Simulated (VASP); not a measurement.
Here is a VASP 6.6.1 calculation.

The input POSCAR:

```
Sc
1.0
    3.3280716152      0.0000000000      0.0000000000
   -1.6640358076      2.8821945644      0.0000000000
    0.0000000000      0.0000000000      5.2121495536
Sc
2
Direct
    0.3333333333      0.6666666667      0.2500000000
    0.6666666667      0.3333333333      0.7500000000
```

Contents of INCAR.step1:

```
SYSTEM = Sc
PREC = Accurate
ENCUT = 520
ISMEAR = 0
SIGMA = 1.0
LREAL = .FALSE.
LASPH = .TRUE.
NELM = 60
NBANDS = 18
GGA = PE
ALGO = Normal
EDIFF = 1E-4
LWAVE = .TRUE.
LCHARG = .FALSE.
```

Contents of INCAR.step2:

```
SYSTEM = Sc
PREC = Accurate
ENCUT = 520
EDIFF = 1E-7
ISMEAR = 0
SIGMA = 1.0
LREAL = .FALSE.
LASPH = .TRUE.
NELM = 60
ALGO = Normal
ISIF = 2
LWAVE = .FALSE.
LCHARG = .FALSE.
METAGGA = R2SCAN
LMIXTAU = .TRUE.
NBANDS = 18
ISTART = 1
```

File KPOINTS:

```
Automatic mesh
0
G
  11 11 6
  0 0 0
```

Potentials or basis: VASP PAW PBE potentials, release 64 (Sc_sv).

The run is started by

```sh
$ cat potpaw_PBE.64/Sc_sv/POTCAR > POTCAR
$ cp INCAR.step1 INCAR
$ mpirun -np 1 vasp_std > vasp.out
$ cp INCAR.step2 INCAR
$ mpirun -np 1 vasp_std > vasp.out
```

**Question.** Predict the pressure.

**Answer.** 1.8 GPa.

**Question.** What does it give for the band gap on the k mesh?

**Answer.** Zero (bands 11 and 12 overlap by 1.53 eV).

Stress tensor (GPa, compression positive):
```
1.28 0.00 0.00
0.00 1.28 0.00
0.00 0.00 2.77
```

Caveat: so wide a smearing shifts energies and pressures; the PAW data sets were made with another functional, which shifts forces and pressure a little.
